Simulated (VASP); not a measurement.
# Al (Im-3m) in VASP: a series of runs

Aim: see how the results for Al move with the level of theory and the settings. Levels: PBE, r2SCAN. Tasks: single point.

All numbers are computed with VASP 6.6.1; they aren't measurements. Logs are shortened: lines on timing, memory, paths and dates and some standing lists are left out, and cuts for length are marked.

## 1. The cell of the first run

It takes space group Im-3m (No. 229, cubic). Conventional cell: a = 3.182 Å, b = 3.182 Å, c = 3.182 Å, α = 90.00°, β = 90.00°, γ = 90.00°. Al (site symmetry m-3m) has 14 Al at 2.76 to 3.18 Å within 3.6 Å.

## 2. Single point, PBE

INCAR

```
SYSTEM = Al
PREC = Accurate
ENCUT = 520
EDIFF = 1E-6
ISMEAR = 0
SIGMA = 0.022
LREAL = .False.
LASPH = .True.
NELM = 60
ALGO = Normal
ISIF = 2
LWAVE = .False.
LCHARG = .False.
GGA = PE
NBANDS = 8
```

KPOINTS

```
regular mesh
0
Gamma
  12 12 12
  0 0 0
```

POSCAR

```
Al
1.0
   -1.5912186900      1.5912186900      1.5912186900
    1.5912186900     -1.5912186900      1.5912186900
    1.5912186900      1.5912186900     -1.5912186900
Al
1
Direct
    0.0000000000      0.0000000000      0.0000000000
```

Potentials or basis: VASP PAW PBE potentials, release 64 (Al).

Run with:

```console
cat potpaw_PBE.64/Al/POTCAR > POTCAR
mpirun -np 1 vasp_std > vasp.out
```

OUTCAR:

```text
SYSTEM = Al
   PREC = Accurate
   ENCUT = 520
   EDIFF = 1E-6
   ISMEAR = 0
   LREAL = .False.
   LASPH = .True.
   NELM = 60
   ISIF = 2
   GGA = PE

 ion  position               nearest neighbor table
   1  0.000  0.000  0.000-

  LATTYP: Found a body centered cubic cell.
 ALAT       =     3.1824373800

  Lattice vectors:

 A1 = (  -1.5912186900,   1.5912186900,   1.5912186900)
 A2 = (   1.5912186900,  -1.5912186900,   1.5912186900)
 A3 = (   1.5912186900,   1.5912186900,  -1.5912186900)

Analysis of symmetry for initial positions (statically):
=====================================================================
 Subroutine PRICEL returns:
 Original cell was already a primitive cell.

 Routine SETGRP: Setting up the symmetry group for a
 body centered cubic supercell.

 Subroutine GETGRP returns: Found 48 space group operations
 (whereof 48 operations were pure point group operations)
 out of a pool of 48 trial point group operations.

The static configuration has the point symmetry O_h .

Analysis of symmetry for dynamics (positions and initial velocities):
=====================================================================
 Subroutine PRICEL returns:
 Original cell was already a primitive cell.

 Routine SETGRP: Setting up the symmetry group for a
 body centered cubic supercell.

 Subroutine GETGRP returns: Found 48 space group operations
 (whereof 48 operations were pure point group operations)
 out of a pool of 48 trial point group operations.

The dynamic configuration has the point symmetry O_h .

 Subroutine INISYM returns: Found 48 space group operations
 (whereof 48 operations are pure point group operations),
 and found     1 'primitive' translations

----------------------------------------------------------------------------------------

                                     Primitive cell

  volume of cell :      16.1157

  direct lattice vectors                    reciprocal lattice vectors
    -1.591218690  1.591218690  1.591218690     0.000000000  0.314224565  0.314224565
     1.591218690 -1.591218690  1.591218690     0.314224565  0.000000000  0.314224565
     1.591218690  1.591218690 -1.591218690     0.314224565  0.314224565  0.000000000

  length of vectors
     2.756071617  2.756071617  2.756071617     0.444380641  0.444380641  0.444380641

  position of ions in fractional coordinates (direct lattice)
     0.000000000  0.000000000  0.000000000

  ion indices of the primitive-cell ions
   primitive index   ion index
                 1           1

----------------------------------------------------------------------------------------

 KPOINTS: regular mesh

Automatic generation of k-mesh.
 Grid dimensions read from file:
 generate k-points for:   12   12   12

 Generating k-lattice:

  Cartesian coordinates                     Fractional coordinates (reciprocal lattice)
     0.000000000  0.026185380  0.026185380     0.083333333  0.000000000  0.000000000
     0.026185380  0.000000000  0.026185380     0.000000000  0.083333333  0.000000000
     0.026185380  0.026185380  0.000000000     0.000000000  0.000000000  0.083333333

  Length of vectors
     0.037031720  0.037031720  0.037031720

  Shift w.r.t. Gamma in fractional coordinates (k-lattice)
     0.000000000  0.000000000  0.000000000

 Subroutine IBZKPT returns following result:
 ===========================================

 Found     72 irreducible k-points:

 Following reciprocal coordinates:
            Coordinates               Weight
  0.000000  0.000000  0.000000      1.000000
  0.083333  0.000000  0.000000     12.000000
  0.166667  0.000000  0.000000     12.000000
  0.250000  0.000000  0.000000     12.000000
  0.333333  0.000000  0.000000     12.000000
  0.416667  0.000000  0.000000     12.000000
[... 16 lines left out ...]
  0.333333  0.083333  0.083333     24.000000
  0.416667  0.083333  0.083333     12.000000
 [... further k-points ...]
   k-points           NKPTS =     72   k-points in BZ     NKDIM =     72   number of bands    NBANDS=      8
   number of dos      NEDOS =    301   number of ions     NIONS =      1
   total plane-waves  NPLWV =   8000
   dimension x,y,z NGX =    20 NGY =   20 NGZ =   20
   dimension x,y,z NGXF=    40 NGYF=   40 NGZF=   40
   ions per type =               1
   NGX,Y,Z   is equivalent  to a cutoff of  12.06, 12.06, 12.06 a.u.
   NGXF,Y,Z  is equivalent  to a cutoff of  24.13, 24.13, 24.13 a.u.
 SYSTEM =  Al
   PREC   = accura    normal or accurate (medium, high low for compatibility)
   ISTART =      0    job   : 0-new  1-cont  2-samecut
   ICHARG =      2    charge: 1-file 2-atom 10-const
   ISPIN  =      1    spin polarized calculation?
   LNONCOLLINEAR =      F non collinear calculations
   LSORBIT =      F    spin-orbit coupling
   LASPH  =      T    aspherical Exc in radial PAW
   ENCUT  =  520.0 eV  38.22 Ry    6.18 a.u.   5.12  5.12  5.12*2*pi/ulx,y,z
   NELM   =     60;   NELMIN=  2; NELMDL= -5     # of ELM steps
   EDIFF  = 0.1E-05   stopping-criterion for ELM
   LREAL  =      F    real-space projection
   EDIFFG = 0.1E-04   stopping-criterion for IOM
   NSW    =      0    number of steps for IOM
   IBRION =     -1    ionic relax: 0-MD 1-quasi-New 2-CG
   NFREE  =      0    steps in history (QN), initial steepest desc. (CG)
   ISIF   =      2    stress and relaxation
   ISYM   =      2    0-nonsym 1-usesym 2-fastsym
   POTIM  = 0.5000    time-step for ionic-motion
   TEBEG  =    0.0;   TEEND  =   0.0 temperature during run
   PSTRESS=    0.0 pullay stress
   NELECT =       3.0000    total number of electrons
   NUPDOWN=      -1.0000    fix difference up-down
   EMIN   =  10.00;   EMAX   =-10.00  energy-range for DOS
   EFERMI =   0.00;   METHOD = LEGACY
   ISMEAR =     0;   SIGMA  =   0.02  broadening in eV -4-tet -1-fermi 0-gaus
   EFERMI_NEDOS =   21; number of points for ismear=-14 and -15
   IALGO  =     38    algorithm
   IMIX   =      4    mixing-type and parameters
     AMIX     =   0.40;   BMIX     =  1.00
     AMIX_MAG =   1.60;   BMIX_MAG =  1.00
  volume/ion in A,a.u.               =      16.12       108.75
  Fermi-wavevector in a.u.,A,eV,Ry     =   0.934757  1.766435 11.888371  0.873771
  Thomas-Fermi vector in A             =   2.061595
   LORBIT       =      0    0 simple, 1 ext, 2 COOP (PROOUT), +10 PAW based schemes
   GGA     = PE    functional components
   LHFCALC =     F    Hartree Fock is set to
   AEXX    =    0.0000 exact exchange contribution
   IVDW    =     0    specifies the selected vdW correction
   LEPSILON=     F    determine dielectric tensor
   LRPA    =     F    only Hartree local field effects (RPA)
 non-spin polarized calculation
 Gauss-broadening in eV      SIGMA  =   0.02
  energy-cutoff  :      520.00
  volume of cell :       16.12
 maximum number of plane-waves:       466
   NGX = 11   NGY = 11   NGZ = 11

 number of electron       3.0000000 magnetization

 Free energy of the ion-electron system (eV)
  ---------------------------------------------------
  ext. energy  EPLUGINS =         0.00000000
  ---------------------------------------------------
  free energy    TOTEN  =        -3.63559983 eV

  energy without entropy =       -3.63545091  energy(sigma->0) =       -3.63552537

 E-fermi :   8.2422     XC(G=0): -10.2868

 val. band max:        8.1893645568   @ k =  -0.4167  -0.4167   0.2500
 cond. band min:       8.2507219577   @ k =   0.3333   0.2500   0.0833
 fundamental gap:      0.0613574009
 Fermi energy:         8.2421809541

 k-point     1 :       0.0000    0.0000    0.0000
  band No.  band energies     occupation
      1      -3.0452      2.00000
      2      21.6647      0.00000
      3      21.6647      0.00000
      4      21.6647      0.00000
      5      23.3042      0.00000
      6      23.3042      0.00000
      7      23.3042      0.00000
      8      24.7548      0.00000

 k-point     2 :       0.0833    0.0000    0.0000
  band No.  band energies     occupation
      1      -2.8422      2.00000
      2      19.4950      0.00000
      3      20.5159      0.00000
      4      20.8957      0.00000
      5      22.4702      0.00000
      6      23.4761      0.00000
      7      24.0697      0.00000
      8      24.7905      0.00000

 k-point     3 :       0.1667    0.0000    0.0000
  band No.  band energies     occupation
      1      -2.2351      2.00000
      2      16.0304      0.00000
      3      19.1275      0.00000
      4      19.5237      0.00000
      5      21.1190      0.00000
      6      22.3102      0.00000
      7      25.0516      0.00000
      8      25.3380      0.00000

 k-point     4 :       0.2500    0.0000    0.0000
  band No.  band energies     occupation
      1      -1.2289      2.00000
      2      12.6145      0.00000
      3      18.0212      0.00000
      4      18.2785      0.00000
      5      19.9506      0.00000
      6      21.3258      0.00000
      7      26.1113      0.00000
      8      26.2356      0.00000

 k-point     5 :       0.3333    0.0000    0.0000
  band No.  band energies     occupation
      1       0.1675      2.00000
      2       9.4592      0.00000
      3      17.2294      0.00000
      4      17.3436      0.00000
      5      19.0912      0.00000
      6      20.5476      0.00000
      7      27.1711      0.00000
      8      27.7035      0.00000
[... 177 lines left out ...]
 k-point    22 :       0.2500    0.0833    0.0833
  band No.  band energies     occupation
      1       0.5637      2.00000
      2       9.8196      0.00000
      3      13.9892      0.00000
      4      14.6709      0.00000
      5      23.0542      0.00000
      6      23.5382      0.00000
      7      27.4206      0.00000
      8      27.8560      0.00000

 k-point    23 :       0.3333    0.0833    0.0833
  band No.  band energies     occupation
      1       2.3308      2.00000
      2       6.9994      2.00000
      3      13.4251      0.00000
      4      14.1484      0.00000
      5      22.5726      0.00000
      6      23.1272      0.00000
      7      28.6821      0.00000
      8      29.6223      0.00000

 k-point    24 :       0.4167    0.0833    0.0833
  band No.  band energies     occupation
      1       4.2181      2.00000
      2       4.7597      2.00000
      3      13.2366      0.00000
      4      13.9734      0.00000
      5      22.4066      0.00000
      6      22.9839      0.00000
      7      29.4664      0.00000
      8      30.8178      0.00000

 [... further k-points ...]

------------------------ aborting loop because EDIFF is reached ----------------------------------------

  FORCE on cell =-STRESS in cart. coord.  units (eV):
  Direction    XX          YY          ZZ          XY          YZ          ZX
  --------------------------------------------------------------------------------------
  -------------------------------------------------------------------------------------
  Total        0.3888775      0.3888775      0.3888775      0.0000000      0.0000000      0.0000000
  in kB       38.6610674     38.6610674     38.6610674      0.0000000      0.0000000      0.0000000
  external PRESSURE =      38.6610674 kB  Pullay stress =       0.0000000 kB

 VOLUME and BASIS-vectors are now :
 -----------------------------------------------------------------------------
  energy-cutoff  :      520.00
  volume of cell :       16.12
      direct lattice vectors                 reciprocal lattice vectors
    -1.591218690  1.591218690  1.591218690     0.000000000  0.314224565  0.314224565
     1.591218690 -1.591218690  1.591218690     0.314224565  0.000000000  0.314224565
     1.591218690  1.591218690 -1.591218690     0.314224565  0.314224565  0.000000000

 POSITION                                       TOTAL-FORCE (eV/Angst)
 -----------------------------------------------------------------------------------
      0.00000      0.00000      0.00000        -0.000000     -0.000000     -0.000000
 -----------------------------------------------------------------------------------
    total drift:                                0.000000      0.000000      0.000000

  FREE ENERGIE OF THE ION-ELECTRON SYSTEM (eV)
  ---------------------------------------------------
  free  energy   TOTEN  =        -3.6355998256 eV

  energy  without entropy=       -3.6354509093  energy(sigma->0) =       -3.63552537
```

Wall time 4.7 s (1 thread of Intel Xeon Platinum 8488C (Sapphire Rapids), shared host); peak memory 0.12 GiB.

What came out:

```
Free energy : -3.6356 eV
Pressure    : 3.9 GPa
```

## 3. Single point, PBE

INCAR

```
PREC = Accurate
ENCUT = 520
EDIFF = 1E-7
ISMEAR = 0
SIGMA = 0.023
LREAL = False
LASPH = True
NELM = 60
ALGO = Normal
ISIF = 2
LWAVE = False
LCHARG = False
GGA = PE
NBANDS = 8
```

KPOINTS

```
regular mesh
0
Gamma
  12 12 12
```

POSCAR is that of step 2.

Potentials or basis: VASP PAW PBE potentials, release 64 (Al).

Run with:

```console
cat potpaw_PBE.64/Al/POTCAR > POTCAR
mpirun -np 1 vasp_std > vasp.out
```

It took 5.3 s on 1 thread of Intel Xeon Platinum 8488C (Sapphire Rapids), shared host; peak memory 0.12 GiB.

Results (log left out):

```
Free energy : -3.6356 eV
Pressure    : 3.9 GPa
```

Levels at points of the mesh, in eV from the Fermi level:
```csv
k point,band 1,band 2,band 3,band 4,band 5,band 6
"(0.00, 0.00, 0.00)",-11.29,13.42,13.42,13.42,15.06,15.06
"(0.50, 0.00, 0.00)",-4.40,-3.88,8.34,8.36,10.15,11.64
"(0.50, 0.50, 0.50)",1.92,1.92,1.92,2.96,2.96,5.88
```

## 4. Single point, PBE

INCAR

```
SYSTEM = Al
PREC = Accurate
ENCUT = 520
EDIFF = 1E-6
ISMEAR = 0
SIGMA = 0.026000000000000002
LREAL = .FALSE.
LASPH = .TRUE.
NELM = 100
ALGO = Fast
ISIF = 2
LWAVE = .FALSE.
LCHARG = .TRUE.
GGA = PE
LELF = .TRUE.
LVHAR = .TRUE.
NBANDS = 8
```

KPOINTS

```
regular mesh
0
G
  12 12 12
  0 0 0
```

POSCAR is that of step 3.

Run with:

```console
cat potpaw_PBE.64/Al/POTCAR > POTCAR
mpirun -np 1 vasp_std > vasp.out
```

Wall time 4 s (1 thread of Intel Xeon Platinum 8488C (Sapphire Rapids), shared host); peak memory 0.12 GiB.

Results (log left out):

```yaml
Free_energy: -3.6356 eV
Pressure: 3.9 GPa
```

Levels at points of the mesh, in eV from the Fermi level:
```tsv
k point	band 1	band 2	band 3	band 4
(0.00, 0.00, 0.00)	-11.29	13.42	13.42	13.42
(0.50, 0.00, 0.00)	-4.40	-3.88	8.34	8.36
(0.50, 0.50, 0.50)	1.92	1.92	1.92	2.96
```

## 5. Single point, r2SCAN

This run uses another cell than the first one, of 15.15 Å³/atom, 0.940 times its volume.

POSCAR

```
Al
1.0
   -1.5587357247      1.5587357247      1.5587357247
    1.5587357247     -1.5587357247      1.5587357247
    1.5587357247      1.5587357247     -1.5587357247
Al
1
Direct
    0.0000000000      0.0000000000      0.0000000000
```

INCAR.step1

```
ALGO = Normal ; EDIFF = 1E-4
ENCUT = 520 ; GGA = PE
ISMEAR = -1 ; LASPH = T
LCHARG = F ; LREAL = F
LWAVE = T ; NBANDS = 8
NELM = 80 ; PREC = Accurate
SIGMA = 0.05
```

INCAR.step2

```
ALGO = Normal ; EDIFF = 1E-6
ENCUT = 520 ; ISIF = 2
ISMEAR = -1 ; ISTART = 1
LASPH = T ; LCHARG = T
LELF = T ; LMIXTAU = T
LREAL = F ; LVHAR = T
LWAVE = F ; METAGGA = R2SCAN
NBANDS = 8 ; NELM = 80
PREC = Accurate ; SIGMA = 0.05
```

KPOINTS

```
k-points
0
Gamma
  12 12 12
```

Run with:

```console
cat potpaw_PBE.64/Al/POTCAR > POTCAR
cp INCAR.step1 INCAR
mpirun -np 1 vasp_std > vasp.out
cp INCAR.step2 INCAR
mpirun -np 1 vasp_std > vasp.out
```

Run time: 12 s. Hardware: 1 thread of Intel Xeon 6975P-C (Granite Rapids), shared host; peak memory 0.12 GiB.

It converged, with:

| Item | Value |
| --- | --- |
| Free energy | -6.6029 eV |
| Pressure | 6.0 GPa |

Levels at points of the mesh, in eV from the Fermi level:
| k point | band 1 | band 2 | band 3 | band 4 |
| --- | --- | --- | --- | --- |
| (0.00, 0.00, 0.00) | -12.47 | 14.59 | 14.59 | 14.59 |
| (0.50, 0.00, 0.00) | -5.04 | -4.10 | 8.89 | 9.55 |
| (0.50, 0.50, 0.50) | 2.18 | 2.18 | 2.18 | 2.83 |

Caveat: the PAW data sets were made with another functional, which shifts forces and pressure a little.

## 6. Overview

| level | cell | smearing | gap on the mesh (eV) | pressure (GPa) |
| --- | --- | --- | --- | --- |
| PBE | a = 2.756 Å, angles 109.5°, 1 atom | gaussian 0.022 eV | none | 3.9 |
| PBE | a = 2.756 Å, angles 109.5°, 1 atom | gaussian 0.023 eV | none | 3.9 |
| PBE | a = 2.756 Å, angles 109.5°, 1 atom | gaussian 0.026 eV | none | 3.9 |
| r2SCAN | a = 2.700 Å, angles 109.5°, 1 atom | fermi-dirac 0.05 eV | none | 6.0 |

Alike in all rows: task single point; potentials or basis VASP PAW PBE potentials, release 64 (Al); no spin polarisation; k mesh 12 × 12 × 12; cutoff (eV) 520.

Every run on the cell as given and a fine mesh finds a metal.

Caveats: the PAW data sets were made with another functional, which shifts forces and pressure a little (some runs).

Total energies depend on the potentials used, so only differences within one code and one set of settings carry meaning.
